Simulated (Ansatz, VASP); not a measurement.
## Sr4AuN3: VASP beside Ansatz

POSCAR

```
Sr4AuN3
1.0
    4.9123854866      0.0000000000      0.0000000000
    0.0000000000      4.9123854866      0.0000000000
    0.0000000000      0.0000000000      8.3164940809
Sr Au N
4 1 3
Direct
    0.5000000000      0.0000000000      0.1970181185
    0.0000000000      0.5000000000      0.8029818815
    0.0000000000      0.5000000000      0.1970181185
    0.5000000000      0.0000000000      0.8029818815
    0.5000000000      0.5000000000      0.5000000000
    0.5000000000      0.5000000000      0.7474238016
    0.5000000000      0.5000000000      0.2525761984
    0.0000000000      0.0000000000      0.0000000000
```

The input INCAR.step1:

```
SYSTEM = Sr4AuN3
PREC = Accurate ; ENCUT = 520
ISMEAR = 0 ; SIGMA = 0.1
LREAL = .False. ; LASPH = .True.
NELM = 60 ; NBANDS = 43
GGA = PE ; ALGO = Normal
EDIFF = 1E-4 ; LWAVE = .True.
LCHARG = .False.
```

File INCAR.step2:

```
SYSTEM = Sr4AuN3
PREC = Accurate ; ENCUT = 520
EDIFF = 1E-7 ; ISMEAR = 0
SIGMA = 0.1 ; LREAL = .False.
LASPH = .True. ; NELM = 60
ALGO = Normal ; ISIF = 2
LWAVE = .False. ; LCHARG = .True.
METAGGA = R2SCAN ; LMIXTAU = .True.
LELF = .True. ; LVHAR = .True.
NBANDS = 43 ; ISTART = 1
```

KPOINTS

```
Automatic mesh
0
Gamma
  6 6 4
  0 0 0
```

Input for Ansatz:

```yaml
crystal:
  lattice:
    - [4.9123854866, 0.0, 0.0]
    - [0.0, 4.9123854866, 0.0]
    - [0.0, 0.0, 8.3164940809]
  atoms:
    - { symbol: Sr, position: [0.5, 0.0, 0.1970181185] }
    - { symbol: Sr, position: [0.0, 0.5, 0.8029818815] }
    - { symbol: Sr, position: [0.0, 0.5, 0.1970181185] }
    - { symbol: Sr, position: [0.5, 0.0, 0.8029818815] }
    - { symbol: Au, position: [0.5, 0.5, 0.5] }
    - { symbol: "N", position: [0.5, 0.5, 0.7474238016] }
    - { symbol: "N", position: [0.5, 0.5, 0.2525761984] }
    - { symbol: "N", position: [0.0, 0.0, 0.0] }
basis:
  ecutwfc: 500
kpoints:
  mp_grid: { grid: [6, 6, 4] }
  band_path:
    path:
      - [[0.0, 0.0, 0.0], [0.0, 0.5, 0.0], [0.5, 0.5, 0.0], [0.0, 0.0, 0.0], [0.0, 0.0, 0.5], [0.0, 0.5, 0.5], [0.5, 0.5, 0.5], [0.0, 0.0, 0.5]]
      - [[0.0, 0.5, 0.0], [0.0, 0.5, 0.5]]
      - [[0.5, 0.5, 0.0], [0.5, 0.5, 0.5]]
    npoints: 14
hamiltonian:
  xc: r2scan
scf:
  occupations: { method: gaussian, width: 0.1 }
  n_extra_bands: 20
output:
  forces: true
  stress: true
  eigenvalues: true
  populations: true
  dos: { projected: true, de: 0.02, nscf_kmesh: { grid: [8, 8, 5] } }
  bader: true
  write_density: true
  write_potential: true
  elf: true
  volumetric_format: npy
```

Alike in both runs: task single point; functional r2SCAN; k mesh 6 × 6 × 4; occupations gaussian, width 0.1 eV; no spin polarisation.

```csv
,VASP,Ansatz
version,VASP 6.6.1,Ansatz 0.2.0
potentials or method,"VASP PAW PBE potentials, release 64 (Sr_sv, Au, N), cutoff 520 eV","scalar-relativistic, plane waves, PAW"
valence electrons in the cell,66,74
```

Ansatz gave:

* gap on the k mesh at the Fermi level (eV): none
* pressure (GPa): -0.9
* traceless stress, the component that is largest in VASP (GPa): -0.31
* rms of the force components (eV/Å): 0.052

What did VASP give for the same quantities?

gap on the k mesh at the Fermi level (eV): none; pressure (GPa): -0.7; traceless stress, the component that is largest in VASP (GPa): -0.46; rms of the force components (eV/Å): 0.054.

VASP's potentials were made for PBE, not for r2SCAN. Atom by atom the forces differ by 0.002 eV/Å (rms over components). A gap of «none» marks a metal or a gap that the smearing closes. VASP's potentials hold 66 valence electrons a cell and Ansatz's 74, so a difference there can come from the potentials and not from the codes.

Spin-orbit coupling is off throughout.
